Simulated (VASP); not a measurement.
# Sb (Fm-3m) in VASP: further runs, part 2 of 2

VASP 6.6.1. The steps go on from the part before.

### 3 Single point, PBE (volume scaled by 0.92)

Contents of INCAR:

```
SYSTEM = Sb
PREC = Accurate
ENCUT = 520
EDIFF = 1E-7
ISMEAR = -1
SIGMA = 0.08
LREAL = .FALSE.
LASPH = .TRUE.
NELM = 60
ALGO = Normal
ISIF = 2
LWAVE = .FALSE.
LCHARG = .FALSE.
GGA = PE
NBANDS = 8
```

Contents of KPOINTS:

```
Automatic mesh
0
G
  15 15 15
  0 0 0
```

Contents of POSCAR:

```
Sb
1.0
    0.0000000000      2.3302891484      2.3302891484
    2.3302891484      0.0000000000      2.3302891484
    2.3302891484      2.3302891484      0.0000000000
Sb
1
Direct
    0.0000000000      0.0000000000      0.0000000000
```

Potentials or basis: VASP PAW PBE potentials, release 64 (Sb).

Command:

```console
$ cat potpaw_PBE.64/Sb/POTCAR > POTCAR
$ mpirun -np 1 vasp_std > vasp.out
```

OUTCAR:

```text
SYSTEM = Sb
   PREC = Accurate
   ENCUT = 520
   EDIFF = 1E-7
   ISMEAR = -1
   LREAL = .FALSE.
   LASPH = .TRUE.
   NELM = 60
   ISIF = 2
   GGA = PE

 ion  position               nearest neighbor table
   1  0.000  0.000  0.000-

  LATTYP: Found a face centered cubic cell.
 ALAT       =     4.6605782968

  Lattice vectors:

 A1 = (   0.0000000000,   2.3302891484,   2.3302891484)
 A2 = (   2.3302891484,   0.0000000000,   2.3302891484)
 A3 = (   2.3302891484,   2.3302891484,   0.0000000000)

Analysis of symmetry for initial positions (statically):
[... 435 lines left out ...]
      3      12.9653      0.00000
      4      13.4897      0.00000
      5      16.8364      0.00000
      6      18.5720      0.00000
      7      21.7693      0.00000
      8      22.2504      0.00000

 [... further k-points ...]
[... 5 lines left out ...]
  --------------------------------------------------------------------------------------
  -------------------------------------------------------------------------------------
  Total        0.9097185      0.9097185      0.9097185      0.0000000      0.0000000     -0.0000000
  in kB       57.5914689     57.5914689     57.5914689      0.0000000      0.0000000     -0.0000000
  external PRESSURE =      57.5914689 kB  Pullay stress =       0.0000000 kB

 VOLUME and BASIS-vectors are now :
 -----------------------------------------------------------------------------
  energy-cutoff  :      520.00
  volume of cell :       25.31
      direct lattice vectors                 reciprocal lattice vectors
     0.000000000  2.330289148  2.330289148    -0.214565648  0.214565648  0.214565648
     2.330289148  0.000000000  2.330289148     0.214565648 -0.214565648  0.214565648
     2.330289148  2.330289148  0.000000000     0.214565648  0.214565648 -0.214565648

 POSITION                                       TOTAL-FORCE (eV/Angst)
 -----------------------------------------------------------------------------------
      0.00000      0.00000      0.00000         0.000000      0.000000      0.000000
 -----------------------------------------------------------------------------------
    total drift:                                0.000000      0.000000      0.000000

  FREE ENERGIE OF THE ION-ELECTRON SYSTEM (eV)
  ---------------------------------------------------
  free  energy   TOTEN  =        -3.7966817955 eV

  energy  without entropy=       -3.7835049926  energy(sigma->0) =       -3.79009339
```

Wall time 46 s (1 thread of Intel Xeon 8259CL, shared host); peak memory 0.17 GiB.

Results:

```
Free energy : -3.7967 eV
Pressure    : 5.8 GPa
```

Levels at points of the mesh, in eV from the Fermi level:
| k point | band 1 | band 2 | band 3 | band 4 | band 5 | band 6 |
| --- | --- | --- | --- | --- | --- | --- |
| (0.00, 0.00, 0.00) | -13.48 | 5.74 | 5.74 | 5.74 | 10.11 | 10.11 |

Caveat: the cell differs from its parent crystal (volume scaled by 0.92); spin-orbit coupling is left out, which moves the levels of the heavy elements.

### 4 Single point, PBE (volume scaled by 0.92)

Contents of INCAR:

```
PREC = Accurate
ENCUT = 520
EDIFF = 1E-6
ISMEAR = -1
SIGMA = 0.08
LREAL = F
LASPH = T
NELM = 100
ALGO = Normal
ISIF = 2
LWAVE = F
LCHARG = F
GGA = PE
NBANDS = 8
```

Contents of KPOINTS:

```
regular mesh
0
Gamma
  15 15 15
```

POSCAR is that of step 3.

Command:

```console
$ cat potpaw_PBE.64/Sb/POTCAR > POTCAR
$ mpirun -np 1 vasp_std > vasp.out
```

Wall time 38 s (1 thread of Intel Xeon 8259CL, shared host); peak memory 0.16 GiB.

The run converged. Its results:

| Item | Value |
| --- | --- |
| Free energy | -3.7967 eV |
| Pressure | 5.8 GPa |

Levels at points of the mesh, in eV from the Fermi level:
```tsv
k point	band 1	band 2	band 3	band 4	band 5	band 6	band 7
(0.00, 0.00, 0.00)	-13.48	5.74	5.74	5.74	10.11	10.11	10.11
```

Caveat: the cell differs from its parent crystal (volume scaled by 0.92); spin-orbit coupling is left out, which moves the levels of the heavy elements.

### 5 Single point, PBE

This run uses another cell than the first one, of 27.51 Å³/atom, 1.190 times its volume.

Contents of INCAR:

```
ALGO = Normal
EDIFF = 1E-6
ENCUT = 520
GGA = PE
ISIF = 2
ISMEAR = -1
LASPH = T
LCHARG = T
LELF = T
LREAL = F
LVHAR = T
LWAVE = F
NBANDS = 8
NELM = 80
PREC = Accurate
SIGMA = 0.08
```

Contents of KPOINTS:

```
k-points
0
Gamma
  15 15 15
```

Contents of POSCAR:

```
Sb
1.0
    0.0000000000      2.3959653716      2.3959653716
    2.3959653716      0.0000000000      2.3959653716
    2.3959653716      2.3959653716      0.0000000000
Sb
1
Direct
    0.0000000000      0.0000000000      0.0000000000
```

Potentials or basis: VASP PAW PBE potentials, release 64 (Sb).

Command:

```console
$ cat potpaw_PBE.64/Sb/POTCAR > POTCAR
$ mpirun -np 1 vasp_std > vasp.out
```

OUTCAR:

```text
EDIFF = 1E-6
   ENCUT = 520
   GGA = PE
   ISIF = 2
   ISMEAR = -1
   LASPH = T
   LREAL = F
   NELM = 80
   PREC = Accurate

 ion  position               nearest neighbor table
   1  0.000  0.000  0.000-

  LATTYP: Found a face centered cubic cell.
 ALAT       =     4.7919307432

  Lattice vectors:

 A1 = (   0.0000000000,   2.3959653716,   2.3959653716)
 A2 = (   2.3959653716,   0.0000000000,   2.3959653716)
 A3 = (   2.3959653716,   2.3959653716,   0.0000000000)

Analysis of symmetry for initial positions (statically):
=====================================================================
 Subroutine PRICEL returns:
 Original cell was already a primitive cell.

 Routine SETGRP: Setting up the symmetry group for a
 face centered cubic supercell.

 Subroutine GETGRP returns: Found 48 space group operations
 (whereof 48 operations were pure point group operations)
 out of a pool of 48 trial point group operations.

The static configuration has the point symmetry O_h .

Analysis of symmetry for dynamics (positions and initial velocities):
=====================================================================
 Subroutine PRICEL returns:
[... 154 lines left out ...]

 E-fermi :   8.2836     XC(G=0): -10.1405

 val. band max:        8.2820158559   @ k =  -0.2000   0.2000   0.0000
 cond. band min:       8.3097868032   @ k =  -0.4000   0.4667   0.0667
 fundamental gap:      0.0277709473
 Fermi energy:         8.2835946047

 k-point     1 :       0.0000    0.0000    0.0000
  band No.  band energies     occupation
      1      -4.5115      2.00000
      2      13.4125      0.00000
      3      13.4125      0.00000
      4      13.4125      0.00000
      5      18.1328      0.00000
      6      18.1328      0.00000
      7      18.1328      0.00000
      8      18.4919      0.00000
[... 243 lines left out ...]
 k-point    24 :       0.2000    0.1333    0.0000
  band No.  band energies     occupation
      1      -3.7396      2.00000
      2      10.2002      0.00000
      3      11.5300      0.00000
      4      11.9125      0.00000
      5      15.6286      0.00000
      6      17.3128      0.00000
      7      20.1239      0.00000
      8      20.5673      0.00000

 [... further k-points ...]
[... 5 lines left out ...]
  --------------------------------------------------------------------------------------
  -------------------------------------------------------------------------------------
  Total       -0.0252698     -0.0252698     -0.0252698      0.0000000      0.0000000      0.0000000
  in kB       -1.4717744     -1.4717744     -1.4717744      0.0000000      0.0000000      0.0000000
  external PRESSURE =      -1.4717744 kB  Pullay stress =       0.0000000 kB

 VOLUME and BASIS-vectors are now :
 -----------------------------------------------------------------------------
  energy-cutoff  :      520.00
  volume of cell :       27.51
      direct lattice vectors                 reciprocal lattice vectors
     0.000000000  2.395965372  2.395965372    -0.208684151  0.208684151  0.208684151
     2.395965372  0.000000000  2.395965372     0.208684151 -0.208684151  0.208684151
     2.395965372  2.395965372  0.000000000     0.208684151  0.208684151 -0.208684151

 POSITION                                       TOTAL-FORCE (eV/Angst)
 -----------------------------------------------------------------------------------
      0.00000      0.00000      0.00000        -0.000000     -0.000000      0.000000
 -----------------------------------------------------------------------------------
    total drift:                                0.000000      0.000000      0.000000

  FREE ENERGIE OF THE ION-ELECTRON SYSTEM (eV)
  ---------------------------------------------------
  free  energy   TOTEN  =        -3.8323935883 eV

  energy  without entropy=       -3.8192201839  energy(sigma->0) =       -3.82580689
```

OSZICAR:

```text
N       E                     dE             d eps       ncg     rms          rms(c)
DAV:   1     0.458910070849E+01    0.45891E+01   -0.16348E+03  1928   0.407E+02
DAV:   2    -0.374539680168E+01   -0.83345E+01   -0.80378E+01  2680   0.510E+01
DAV:   3    -0.383702164727E+01   -0.91625E-01   -0.91338E-01  2352   0.600E+00
DAV:   4    -0.383727766496E+01   -0.25602E-03   -0.25602E-03  3000   0.387E-01
DAV:   5    -0.383727806143E+01   -0.39647E-06   -0.39500E-06  2432   0.106E-02    0.163E+00
DAV:   6    -0.383405649085E+01    0.32216E-02   -0.21057E-03  2304   0.240E-01    0.921E-01
DAV:   7    -0.383237833910E+01    0.16782E-02   -0.44051E-03  2152   0.349E-01    0.579E-02
DAV:   8    -0.383239348433E+01   -0.15145E-04   -0.56540E-05  2768   0.586E-02    0.577E-03
DAV:   9    -0.383239358827E+01   -0.10394E-06   -0.75194E-07  2656   0.678E-03
   1 F= -.38323936E+01 E0= -.38258069E+01  d E =-.131734E-01
```

It took 40 s on 1 thread of Intel Xeon 8259CL, shared host; peak memory 0.17 GiB.

Results:

- Free energy: -3.8324 eV
- Pressure: -0.1 GPa

Caveat: spin-orbit coupling is left out, which moves the levels of the heavy elements.

### 6 Single point, PBE

This run uses another cell than the first one, of 27.51 Å³/atom, 1.190 times its volume.

Contents of INCAR:

```
SYSTEM = Sb
  PREC = Accurate
  ENCUT = 520
  EDIFF = 1E-6
  ISMEAR = -1
  SIGMA = 0.08
  LREAL = .False.
  LASPH = .True.
  NELM = 80
  ALGO = Normal
  ISIF = 2
  LWAVE = .False.
  LCHARG = .True.
  GGA = PE
  LELF = .True.
  LVHAR = .True.
  NBANDS = 8
```

Contents of KPOINTS:

```
Automatic mesh
0
Gamma
  15 15 15
  0 0 0
```

POSCAR is that of step 5.

Potentials or basis: VASP PAW PBE potentials, release 64 (Sb).

Command:

```console
$ cat potpaw_PBE.64/Sb/POTCAR > POTCAR
$ mpirun -np 1 vasp_std > vasp.out
```

Wall time 40 s (1 thread of Intel Xeon 8259CL, shared host); peak memory 0.17 GiB.

It converged, with:

| Item | Value |
| --- | --- |
| Free energy | -3.8324 eV |
| Pressure | -0.1 GPa |

Levels at points of the mesh, in eV from the Fermi level:
| k point | band 1 | band 2 | band 3 | band 4 | band 5 | band 6 |
| --- | --- | --- | --- | --- | --- | --- |
| (0.00, 0.00, 0.00) | -12.80 | 5.13 | 5.13 | 5.13 | 9.85 | 9.85 |

Caveat: spin-orbit coupling is left out, which moves the levels of the heavy elements.

### 7 The runs side by side

```csv
cell,gap on the mesh (eV),pressure (GPa)
"a = 3.197 Å, angles 60.0°, 1 atom",none,15.0
"a = 3.296 Å, angles 60.0°, 1 atom",none,5.8
"a = 3.388 Å, angles 60.0°, 1 atom",none,-0.1
```

Alike in all rows: task single point; level PBE; potentials or basis VASP PAW PBE potentials, release 64 (Sb); no spin polarisation; k mesh 15 × 15 × 15; cutoff (eV) 520; smearing fermi-dirac 0.08 eV.

Caveats: spin-orbit coupling is left out, which moves the levels of the heavy elements.

Absolute energies hang on the potentials; compare differences alone.
